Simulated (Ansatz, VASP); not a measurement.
Given: the input of a run of Ansatz 0.2.0 on Se.

File input.yaml:

```yaml
crystal:
  lattice:
    - [4.423656589, 0.0, 0.0]
    - [-2.2118282945, 3.8309989837, 0.0]
    - [0.0, 0.0, 5.0187864228]
  atoms:
    - { symbol: Se, position: [0.7746, 0.7746, 0.0] }
    - { symbol: Se, position: [0.0, 0.2254, 0.6666666667] }
    - { symbol: Se, position: [0.2254, 0.0, 0.3333333333] }
hamiltonian:
  xc: r2scan
  pseudopotentials: { kind: paw }
  dispersion: d3bj
kpoints:
  mp_grid: { grid: [7, 7, 6] }
scf:
  occupations: { method: fermi_dirac, width: 0.05 }
output:
  forces: true
  stress: true
  eigenvalues: true
```

Potentials or basis: Ansatz PAW.

Run with:

```bash
$ ansatz run input.yaml --threads 2 --pin off --max-ram 5120MiB --backend cpu --events-out ev --progress --plain --runs-dir out
```

Q: Set up the same calculation for VASP 6.6.1. Potentials there: VASP PAW PBE potentials, release 64 (Se).

A: As run (the cutoff follows the program's own potentials):

POSCAR

```
Se
1.0
    4.4236565890      0.0000000000      0.0000000000
   -2.2118282945      3.8309989837      0.0000000000
    0.0000000000      0.0000000000      5.0187864228
Se
3
Direct
    0.7746000000      0.7746000000      0.0000000000
    0.0000000000      0.2254000000      0.6666666667
    0.2254000000      0.0000000000      0.3333333333
```

File INCAR.step1:

```
  ALGO = Normal
  EDIFF = 1E-4
  ENCUT = 520
  GGA = PE
  ISMEAR = -1
  LASPH = True
  LCHARG = False
  LREAL = False
  LWAVE = True
  NBANDS = 16
  NELM = 100
  PREC = Accurate
  SIGMA = 0.05
```

Contents of INCAR.step2:

```
  ALGO = Normal
  EDIFF = 1E-6
  ENCUT = 520
  ISIF = 2
  ISMEAR = -1
  ISTART = 1
  IVDW = 12
  LASPH = True
  LCHARG = False
  LMIXTAU = True
  LREAL = False
  LWAVE = False
  METAGGA = R2SCAN
  NBANDS = 16
  NELM = 100
  PREC = Accurate
  SIGMA = 0.05
  VDW_A1 = 0.49484001
  VDW_A2 = 5.73083694
  VDW_S6 = 1.0
  VDW_S8 = 0.78981345
```

KPOINTS

```
k-points
0
Gamma
  7 7 6
```

Potentials or basis: VASP PAW PBE potentials, release 64 (Se).

The run is started by

```bash
$ cat potpaw_PBE.64/Se/POTCAR > POTCAR
$ cp INCAR.step1 INCAR
$ mpirun -np 1 vasp_std > vasp.out
$ cp INCAR.step2 INCAR
$ mpirun -np 1 vasp_std > vasp.out
```

Both were run:

|  | VASP | Ansatz | Ansatz less VASP |
| --- | --- | --- | --- |
| gap on the k mesh at the Fermi level (eV) | 1.40 | 1.41 | +0.009 |
| least direct gap on the mesh (eV) | 1.64 | 1.65 | +0.010 |
| pressure (GPa) | -1.7 | -1.7 | +0.03 |
| traceless stress, the component that is largest in VASP (GPa) | -0.25 | -0.23 | +0.017 |
| rms of the force components (eV/Å) | 0.186 | 0.186 | +0.0009 |

VASP's potentials were made for PBE, not for r2SCAN. Atom by atom the forces differ by 0.001 eV/Å (rms over components). VASP's potentials hold 18 valence electrons a cell and Ansatz's 48, so a difference there can come from the potentials and not from the codes.

Noted on Ansatz's run: odd divisions of the mesh miss points on the zone boundary, where band edges often lie, so the gap on the mesh can be too wide.
